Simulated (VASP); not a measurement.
Write the native input for VASP 6.6.1 that does the following.

- Task: single point
- Functional: LDA
- Potentials or basis: VASP PAW LDA potentials, release 64 (Co, O)
- Cutoff: 520 eV
- k mesh: 8 × 8 × 5
- Occupations: fermi-dirac, width 0.1 eV
- Spin: collinear spin, ferromagnetic start
- Starting moments: [2.0, 2.0, 0.0, 0.0] μB
- Dipole correction: no
- Further INCAR settings: ALGO = Normal; EDIFF = 1e-07; NBANDS = 27

The structure of CoO lies in POSCAR:

```
CoO
1.0
    3.1976460000      0.0000000000      0.0000000000
   -1.5988230000      2.7692420000      0.0000000000
    0.0000000000      0.0000000000      5.2287100000
Co O
2 2
Direct
    0.0000000000      0.0000000000      0.0034740000
    0.3333333333      0.6666666667      0.5033620000
    0.0000000000      0.0000000000      0.3716090000
    0.3333333333      0.6666666667      0.8715560000
```

The input as run:

INCAR

```
ALGO = Normal
EDIFF = 1E-7
ENCUT = 520
ISIF = 2
ISMEAR = -1
ISPIN = 2
LASPH = T
LCHARG = F
LMAXMIX = 4
LORBIT = 11
LREAL = F
LWAVE = F
MAGMOM = 2 2 0 0
NBANDS = 27
NELM = 150
PREC = Accurate
SIGMA = 0.1
```

KPOINTS

```
k-points
0
Gamma
  8 8 5
```

Potentials or basis: VASP PAW LDA potentials, release 64 (Co, O).

Launch:

```sh
$ cat potpaw_LDA.64/Co/POTCAR potpaw_LDA.64/O/POTCAR > POTCAR
$ mpirun -np 1 vasp_std > vasp.out
```

Results of the run:

```yaml
Pressure: -16.2 GPa
Largest_force: 0.204 eV/Å
Net_moment: 5.24 μB per cell
Site_moments: Co +2.25; O +0.28 μB
Valence_electrons_inside_the_program's_atomic_spheres: Co 8.00; O 4.94
```

Run time: 48 s on 1 thread of Intel(R) Xeon(R) Platinum 8488C (Sapphire Rapids) (shared host), peak memory 0.19 GiB.
